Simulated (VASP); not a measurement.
# V2MoSe6 (P-31m) in VASP: single point with PBE

Aim: the single point of V2MoSe6 with PBE.

Everything below comes from runs of VASP 6.6.1. Logs are shortened: lines on timing, memory, paths and dates and some standing lists are left out, and cuts for length are marked.

## Step 1: The cell of the first run

It takes space group P-31m (No. 162, trigonal). The conventional cell has a = 5.728 Å, b = 5.728 Å, c = 7.124 Å, α = 90.00°, β = 90.00°, γ = 120.00°. Within 3.4 Å of V (site symmetry 32) lie 6 Se at 2.49 Å and 3 V at 3.31 Å and 3 Mo at 3.31 Å. Mo (site symmetry -3m) has 6 Se at 2.55 Å and 6 V at 3.31 Å within 3.4 Å. Se (site symmetry m) has 2 V at 2.49 Å and 1 Mo at 2.55 Å and 6 Se at 3.26 to 3.39 Å within 3.4 Å.

## Step 2: Single point, PBE, collinear spin, ferromagnetic start

The input, INCAR:

```
ALGO     = Normal         # electronic algorithm
EDIFF    = 1E-6           # SCF threshold, eV
ENCUT    = 520            # plane-wave cutoff, eV
GGA      = PE             # functional
ISIF     = 2              # what is computed and relaxed
ISMEAR   = 0              # smearing method
ISPIN    = 2              # spin polarisation
LASPH    = T              # aspherical terms in the spheres
LCHARG   = T              # write CHGCAR
LELF     = T              # ELF
LMAXMIX  = 4              # l up to which the mixer works
LORBIT   = 11             # projections on sites
LREAL    = F              # projectors in reciprocal space
LVHAR    = T            
LWAVE    = F              # write WAVECAR
MAGMOM   = 2 2 1 0 0 0 0 0 0 # initial moments
NBANDS   = 52             # bands
NELM     = 150            # most SCF steps
PREC     = Accurate       # precision mode
SIGMA    = 0.1            # smearing width, eV
```

The input, KPOINTS:

```
k-points
0
Gamma
  3 3 4
```

The input, POSCAR:

```
V2MoSe6
1.0
    5.7281971491      0.0000000027      0.0000000000
   -2.8640985768      4.9607642476      0.0000000000
    0.0000000000      0.0000000000      7.1240507321
V Mo Se
2 1 6
Direct
    0.3333333333      0.6666666667      0.0000000000
    0.6666666667      0.3333333333      0.0000000000
    0.0000000000      0.0000000000      0.0000000000
    0.3420330774      0.0000000000      0.2282045696
    0.0000000000      0.3420330774      0.2282045696
    0.6579669226      0.6579669226      0.2282045696
    0.6579669226      0.0000000000      0.7717954304
    0.3420330774      0.3420330774      0.7717954304
    0.0000000000      0.6579669226      0.7717954304
```

Potentials or basis: VASP PAW PBE potentials, release 64 (V_sv, Mo_sv, Se).

On the command line:

```sh
> cat potpaw_PBE.64/V_sv/POTCAR potpaw_PBE.64/Mo_sv/POTCAR potpaw_PBE.64/Se/POTCAR > POTCAR
> mpirun -np 1 vasp_std > vasp.out
```

OUTCAR:

```text
EDIFF = 1E-6
   ENCUT = 520
   GGA = PE
   ISIF = 2
   ISMEAR = 0
   ISPIN = 2
   LASPH = T
   LORBIT = 11
   LREAL = F
   NELM = 150
   PREC = Accurate

 ion  position               nearest neighbor table
   1  0.333  0.667  0.000-   4 2.49   9 2.49   7 2.49   5 2.49   8 2.49   6 2.49
   2  0.667  0.333  0.000-   7 2.49   5 2.49   4 2.49   9 2.49   6 2.49   8 2.49
   3  0.000  0.000  0.000-   5 2.55   9 2.55   8 2.55   6 2.55   4 2.55   7 2.55
   4  0.342  0.000  0.228-   1 2.49   2 2.49   3 2.55
   5  0.000  0.342  0.228-   2 2.49   1 2.49   3 2.55
   6  0.658  0.658  0.228-   2 2.49   1 2.49   3 2.55
   7  0.658  0.000  0.772-   2 2.49   1 2.49   3 2.55
   8  0.342  0.342  0.772-   1 2.49   2 2.49   3 2.55
   9  0.000  0.658  0.772-   1 2.49   2 2.49   3 2.55

  LATTYP: Found a hexagonal cell.
 ALAT       =     5.7281971491
 C/A-ratio  =     1.2436811350

  Lattice vectors:

 A1 = (   5.7281971491,   0.0000000027,   0.0000000000)
 A2 = (  -2.8640985768,   4.9607642476,   0.0000000000)
 A3 = (   0.0000000000,   0.0000000000,   7.1240507321)

Analysis of symmetry for initial positions (statically):
=====================================================================
 Subroutine PRICEL returns:
 Original cell was already a primitive cell.

 Routine SETGRP: Setting up the symmetry group for a
 hexagonal supercell.

 Subroutine GETGRP returns: Found 12 space group operations
 (whereof 12 operations were pure point group operations)
 out of a pool of 24 trial point group operations.

The static configuration has the point symmetry D_3d.

Analysis of symmetry for dynamics (positions and initial velocities):
=====================================================================
 Subroutine PRICEL returns:
 Original cell was already a primitive cell.

 Routine SETGRP: Setting up the symmetry group for a
 hexagonal supercell.

 Subroutine GETGRP returns: Found 12 space group operations
 (whereof 12 operations were pure point group operations)
 out of a pool of 24 trial point group operations.

The dynamic configuration has the point symmetry D_3d.

Analysis of structural, dynamic, and magnetic symmetry:
=====================================================================
 Subroutine PRICEL returns:
 Original cell was already a primitive cell.

 Routine SETGRP: Setting up the symmetry group for a
 hexagonal supercell.

 Subroutine GETGRP returns: Found 12 space group operations
 (whereof 12 operations were pure point group operations)
 out of a pool of 24 trial point group operations.

The overall configuration has the point symmetry D_3d.

 Subroutine INISYM returns: Found 12 space group operations
 (whereof 12 operations are pure point group operations),
 and found     1 'primitive' translations

----------------------------------------------------------------------------------------

                                     Primitive cell

  volume of cell :     202.4387

  direct lattice vectors                    reciprocal lattice vectors
     5.728197149  0.000000003  0.000000000     0.174574997  0.100790922  0.000000000
    -2.864098577  4.960764248  0.000000000    -0.000000000  0.201581843  0.000000000
     0.000000000  0.000000000  7.124050732     0.000000000  0.000000000  0.140369579

  length of vectors
     5.728197149  5.728197149  7.124050732     0.201581843  0.201581843  0.140369579

  position of ions in fractional coordinates (direct lattice)
     0.333333333  0.666666667  0.000000000
     0.666666667  0.333333333  0.000000000
     0.000000000  0.000000000  0.000000000
     0.342033077  0.000000000  0.228204570
     0.000000000  0.342033077  0.228204570
     0.657966923  0.657966923  0.228204570
     0.657966923  0.000000000  0.771795430
     0.342033077  0.342033077  0.771795430
     0.000000000  0.657966923  0.771795430

  ion indices of the primitive-cell ions
   primitive index   ion index
                 1           1
                 2           2
                 3           3
                 4           4
                 5           5
                 6           6
                 7           7
                 8           8
                 9           9

----------------------------------------------------------------------------------------

 KPOINTS: k-points

Automatic generation of k-mesh.
 Grid dimensions read from file:
 generate k-points for:    3    3    4

 Generating k-lattice:

  Cartesian coordinates                     Fractional coordinates (reciprocal lattice)
     0.058191666  0.033596974  0.000000000     0.333333333  0.000000000  0.000000000
    -0.000000000  0.067193948  0.000000000     0.000000000  0.333333333  0.000000000
     0.000000000  0.000000000  0.035092395     0.000000000  0.000000000  0.250000000

  Length of vectors
     0.067193948  0.067193948  0.035092395

  Shift w.r.t. Gamma in fractional coordinates (k-lattice)
     0.000000000  0.000000000  0.000000000

 Subroutine IBZKPT returns following result:
 ===========================================

 Found     10 irreducible k-points:

 Following reciprocal coordinates:
            Coordinates               Weight
  0.000000  0.000000  0.000000      1.000000
  0.333333 -0.000000  0.000000      6.000000
  0.333333  0.333333  0.000000      2.000000
  0.000000  0.000000  0.250000      2.000000
  0.333333 -0.000000  0.250000     12.000000
  0.333333  0.333333  0.250000      2.000000
 -0.333333 -0.333333  0.250000      2.000000
  0.000000  0.000000  0.500000      1.000000
  0.333333 -0.000000  0.500000      6.000000
  0.333333  0.333333  0.500000      2.000000
   k-points           NKPTS =     10   k-points in BZ     NKDIM =     10   number of bands    NBANDS=     52
   number of dos      NEDOS =    301   number of ions     NIONS =      9
   total plane-waves  NPLWV = 124416
   dimension x,y,z NGX =    48 NGY =   48 NGZ =   54
   dimension x,y,z NGXF=    96 NGYF=   96 NGZF=  108
   ions per type =               2   1   6
   NGX,Y,Z   is equivalent  to a cutoff of  13.93, 13.93, 12.60 a.u.
   NGXF,Y,Z  is equivalent  to a cutoff of  27.86, 27.86, 25.20 a.u.
 SYSTEM =  unknown system
   PREC   = accura    normal or accurate (medium, high low for compatibility)
   ISTART =      0    job   : 0-new  1-cont  2-samecut
   ICHARG =      2    charge: 1-file 2-atom 10-const
   ISPIN  =      2    spin polarized calculation?
   LNONCOLLINEAR =      F non collinear calculations
   LSORBIT =      F    spin-orbit coupling
   LASPH  =      T    aspherical Exc in radial PAW
   ENCUT  =  520.0 eV  38.22 Ry    6.18 a.u.  10.65 10.65 13.25*2*pi/ulx,y,z
   NELM   =    150;   NELMIN=  2; NELMDL= -5     # of ELM steps
   EDIFF  = 0.1E-05   stopping-criterion for ELM
   LREAL  =      F    real-space projection
   EDIFFG = 0.1E-04   stopping-criterion for IOM
   NSW    =      0    number of steps for IOM
   IBRION =     -1    ionic relax: 0-MD 1-quasi-New 2-CG
   NFREE  =      0    steps in history (QN), initial steepest desc. (CG)
   ISIF   =      2    stress and relaxation
   ISYM   =      2    0-nonsym 1-usesym 2-fastsym
   POTIM  = 0.5000    time-step for ionic-motion
   TEBEG  =    0.0;   TEEND  =   0.0 temperature during run
   PSTRESS=    0.0 pullay stress
   NELECT =      76.0000    total number of electrons
   NUPDOWN=      -1.0000    fix difference up-down
   EMIN   =  10.00;   EMAX   =-10.00  energy-range for DOS
   EFERMI =   0.00;   METHOD = LEGACY
   ISMEAR =     0;   SIGMA  =   0.10  broadening in eV -4-tet -1-fermi 0-gaus
   EFERMI_NEDOS =   21; number of points for ismear=-14 and -15
   IALGO  =     38    algorithm
   IMIX   =      4    mixing-type and parameters
     AMIX     =   0.40;   BMIX     =  1.00
     AMIX_MAG =   1.60;   BMIX_MAG =  1.00
  volume/ion in A,a.u.               =      22.49       151.79
  Fermi-wavevector in a.u.,A,eV,Ry     =   1.180995  2.231758 18.976725  1.394750
  Thomas-Fermi vector in A             =   2.317277
   LORBIT       =     11    0 simple, 1 ext, 2 COOP (PROOUT), +10 PAW based schemes
   GGA     = PE    functional components
   LHFCALC =     F    Hartree Fock is set to
   AEXX    =    0.0000 exact exchange contribution
   IVDW    =     0    specifies the selected vdW correction
   LEPSILON=     F    determine dielectric tensor
   LRPA    =     F    only Hartree local field effects (RPA)
 spin polarized calculation
 Gauss-broadening in eV      SIGMA  =   0.10
  energy-cutoff  :      520.00
  volume of cell :      202.44
 maximum number of plane-waves:      5510
 NGX is ok and might be reduce to    42
   NGX = 21   NGY = 21   NGZ = 27

 number of electron      76.0000016 magnetization       0.0012030

 Free energy of the ion-electron system (eV)
  ---------------------------------------------------
  ext. energy  EPLUGINS =         0.00000000
  ---------------------------------------------------
  free energy    TOTEN  =       -55.56073448 eV

  energy without entropy =      -55.54023466  energy(sigma->0) =      -55.55048457

 E-fermi :   4.5853     XC(G=0):  -9.7050

 val. band max:        4.5402973321   @ k =   0.3333  -0.0000   0.5000
 cond. band min:       4.6775107681   @ k =   0.0000   0.0000   0.5000
 fundamental gap:      0.1372134360
 Fermi energy:         4.5853442655

 spin component 1

 k-point     1 :       0.0000    0.0000    0.0000
  band No.  band energies     occupation
      1     -60.0453      1.00000
      2     -60.0385      1.00000
      3     -56.6343      1.00000
      4     -33.9847      1.00000
      5     -33.9847      1.00000
      6     -33.9417      1.00000
[... 42 lines left out ...]
     49       7.2587      0.00000
     50       8.1602      0.00000
[... 475 lines left out ...]
     49       7.5235      0.00000
     50       8.0118      0.00000
 Fermi energy:         4.5853442655

 spin component 2

 k-point     1 :       0.0000    0.0000    0.0000
  band No.  band energies     occupation
      1     -60.0430      1.00000
      2     -60.0362      1.00000
      3     -56.6361      1.00000
      4     -33.9825      1.00000
      5     -33.9825      1.00000
      6     -33.9394      1.00000
[... 42 lines left out ...]
     49       7.2589      0.00000
     50       8.1599      0.00000
[... 475 lines left out ...]
     49       7.5242      0.00000
     50       8.0114      0.00000
 [bands above 50 left out]

------------------------ aborting loop because EDIFF is reached ----------------------------------------

  FORCE on cell =-STRESS in cart. coord.  units (eV):
  Direction    XX          YY          ZZ          XY          YZ          ZX
  --------------------------------------------------------------------------------------
  -------------------------------------------------------------------------------------
  Total        0.3532416      0.3532416      0.6757922      0.0000000      0.0000000      0.0000000
  in kB        2.7956893      2.7956893      5.3484776      0.0000000      0.0000000      0.0000000
  external PRESSURE =       3.6466187 kB  Pullay stress =       0.0000000 kB

 VOLUME and BASIS-vectors are now :
 -----------------------------------------------------------------------------
  energy-cutoff  :      520.00
  volume of cell :      202.44
      direct lattice vectors                 reciprocal lattice vectors
     5.728197149  0.000000003  0.000000000     0.174574997  0.100790922  0.000000000
    -2.864098577  4.960764248  0.000000000    -0.000000000  0.201581843  0.000000000
     0.000000000  0.000000000  7.124050732     0.000000000  0.000000000  0.140369579

 POSITION                                       TOTAL-FORCE (eV/Angst)
 -----------------------------------------------------------------------------------
     -0.00000      3.30718      0.00000        -0.000000      0.000000      0.000000
      2.86410      1.65359      0.00000        -0.000000      0.000000      0.000000
      0.00000      0.00000      0.00000        -0.000000      0.000000      0.000000
      1.95923      0.00000      1.62574         0.002030      0.000000      0.045867
     -0.97962      1.69675      1.62574        -0.001015      0.001758      0.045867
      1.88448      3.26402      1.62574        -0.001015     -0.001758      0.045867
      3.76896      0.00000      5.49831        -0.002030     -0.000000     -0.045867
      0.97962      1.69675      5.49831         0.001015      0.001758     -0.045867
     -1.88448      3.26402      5.49831         0.001015     -0.001758     -0.045867
 -----------------------------------------------------------------------------------
    total drift:                               -0.000000      0.000000      0.000000

  FREE ENERGIE OF THE ION-ELECTRON SYSTEM (eV)
  ---------------------------------------------------
  free  energy   TOTEN  =       -55.5607344763 eV

  energy  without entropy=      -55.5402346627  energy(sigma->0) =      -55.55048457

 total charge

# of ion       s       p       d       tot
------------------------------------------
    1        2.236   6.211   3.048  11.495
    2        2.236   6.211   3.048  11.495
    3        2.277   6.180   3.888  12.345
    4        1.482   2.307   0.056   3.844
    5        1.482   2.307   0.056   3.844
    6        1.482   2.307   0.056   3.844
    7        1.482   2.307   0.056   3.844
    8        1.482   2.307   0.056   3.844
    9        1.482   2.307   0.056   3.844
--------------------------------------------------
tot         15.640  32.441  10.317  58.398

 magnetization (x)

# of ion       s       p       d       tot
------------------------------------------
    1        0.000   0.000   0.002   0.002
    2        0.000   0.000   0.002   0.002
    3       -0.000  -0.000  -0.002  -0.003
    4       -0.000  -0.000   0.000  -0.000
    5       -0.000  -0.000   0.000  -0.000
    6       -0.000  -0.000   0.000  -0.000
    7       -0.000  -0.000   0.000  -0.000
    8       -0.000  -0.000   0.000  -0.000
    9       -0.000  -0.000   0.000  -0.000
--------------------------------------------------
tot         -0.000  -0.001   0.002   0.001
```

It took 6.1 min on 1 thread of AMD EPYC 7R13 (Zen 3), shared host; peak memory 0.49 GiB.

What came out:

* Free energy: -55.5607 eV
* Pressure: 0.4 GPa
* Largest force: 0.046 eV/Å
* Band gap on the k mesh: zero (filled and empty bands overlap)
* Net moment: 0.00 μB per cell
* Valence electrons inside the program's atomic spheres: V 11.49; Mo 12.35; Se 3.84

Forces on the atoms (eV/Å):
```
V    0.000  0.000  0.000
V    0.000  0.000  0.000
Mo   0.000  0.000  0.000
Se   0.002  0.000  0.046
Se  -0.001  0.002  0.046
Se  -0.001 -0.002  0.046
Se  -0.002  0.000 -0.046
Se   0.001  0.002 -0.046
Se   0.001 -0.002 -0.046
```

Levels at points of the mesh, in eV from the Fermi level:
Spin up:
```
           k point  band 36  band 37  band 38  band 39  band 40  band 41
(0.00, 0.00, 0.00)    -0.13    -0.13     0.86     0.86     0.95     0.95
(0.00, 0.00, 0.50)    -0.14     0.09     0.71     0.71     0.83     0.83
```
Spin down:
```tsv
k point	band 36	band 37	band 38	band 39	band 40	band 41
(0.00, 0.00, 0.00)	-0.13	-0.13	0.87	0.87	0.95	0.95
(0.00, 0.00, 0.50)	-0.14	0.09	0.71	0.71	0.83	0.83
```

Caveat: the k points lie up to 0.42 Å⁻¹ apart, too coarse for converged energies and pressures of a metal; the moments typed at the start vanished in this run; this functional lacks dispersion, which binds layers or chains, so the pressure and a relaxed spacing across them are unreliable. With open d or f shells a metallic result of PBE can be an artefact of self-interaction; +U or a hybrid may open a gap.

The gap in the log of VASP goes by the Fermi energy; the results here count the filled bands.